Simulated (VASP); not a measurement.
Here is a VASP 6.6.1 calculation.

File INCAR:

```
PREC = Accurate
ENCUT = 600
EDIFF = 1E-6
ISMEAR = 0
SIGMA = 0.1
LREAL = F
LASPH = T
NELM = 100
ALGO = Normal
ISIF = 3
LWAVE = F
LCHARG = F
GGA = PE
IBRION = 2
NSW = 90
EDIFFG = -0.04
```

KPOINTS

```
Automatic mesh
0
Gamma
  6 6 2
```

POSCAR

```
SiC
1.0
    3.6979113000      0.0000000000      0.0000000000
   -1.8489556500      3.2024851300      0.0000000000
    0.0000000000      0.0000000000      7.8835595300
Si C
3 3
Direct
    0.5000000000      0.0000000000      0.5000000000
    0.0000000000      0.5000000000      0.5000000000
    0.5000000000      0.5000000000      0.5000000000
    0.0000000000      0.0000000000      0.5000000000
    0.0000000000      0.0000000000      0.8695536500
    0.0000000000      0.0000000000      0.1304463500
```

Potentials or basis: VASP PAW PBE potentials, release 64 (Si, C).

Run with:

```console
$ cat potpaw_PBE.64/Si/POTCAR potpaw_PBE.64/C/POTCAR > POTCAR
$ mpirun -np 1 vasp_std > vasp.out
```

Problem. Predict the space group after relaxing (to 0.05 Å).

Solution. P6/mmm (No. 191).

Problem. Predict the relaxed cell.

Solution. a = 5.597 Å, b = 5.597 Å, c = 3.775 Å, α = 90.00°, β = 90.00°, γ = 120.00°.

Forces on the atoms (eV/Å):
```
Si   0.000  0.000  0.000
Si   0.000  0.000  0.000
Si   0.000  0.000  0.000
C    0.000  0.000  0.000
C    0.000  0.000 -0.036
C    0.000  0.000  0.036
```

Caveat: the k points lie up to 0.83 Å⁻¹ apart in the final cell.
